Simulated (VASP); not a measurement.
A run of VASP 6.6.1:

File INCAR:

```
SYSTEM = Hf3AlN4
  ALGO = Normal
  EDIFF = 1E-6
  ENCUT = 520
  GGA = PE
  ISIF = 2
  ISMEAR = 0
  LASPH = .TRUE.
  LCHARG = .FALSE.
  LREAL = .FALSE.
  LWAVE = .FALSE.
  NBANDS = 36
  NELM = 100
  PREC = Accurate
  SIGMA = 0.1
```

KPOINTS

```
k-points
0
G
  12 12 4
  0 0 0
```

The input POSCAR:

```
Hf3AlN4
1.0
    3.1711011555      0.0000000000      0.0000000000
    0.0000000000      3.1711011555      0.0000000000
    0.0000000000      0.0000000000      8.8743925931
Hf Al N
3 1 4
Direct
    0.0000000000      0.0000000000      0.7500663193
    0.0000000000      0.0000000000      0.2499336807
    0.5000000000      0.5000000000      0.5000000000
    0.5000000000      0.5000000000      0.0000000000
    0.0000000000      0.0000000000      0.0000000000
    0.5000000000      0.5000000000      0.2273918835
    0.0000000000      0.0000000000      0.5000000000
    0.5000000000      0.5000000000      0.7726081165
```

Potentials or basis: VASP PAW PBE potentials, release 64 (Hf_pv, Al, N).

Launch:

```sh
$ cat potpaw_PBE.64/Hf_pv/POTCAR potpaw_PBE.64/Al/POTCAR potpaw_PBE.64/N/POTCAR > POTCAR
$ mpirun -np 1 vasp_std > vasp.out
```

Hardware: 1 thread of Intel(R) Xeon(R) Platinum 8375C CPU @ 2.90GHz (Ice Lake), on a shared host.

**Question.** Estimate the wall time of this run.

**Answer.** Wall time 3.6 min on 1 thread of Intel(R) Xeon(R) Platinum 8375C CPU @ 2.90GHz (Ice Lake) (shared host), peak memory 0.35 GiB. Counts: scf iterations 14, k points 84.
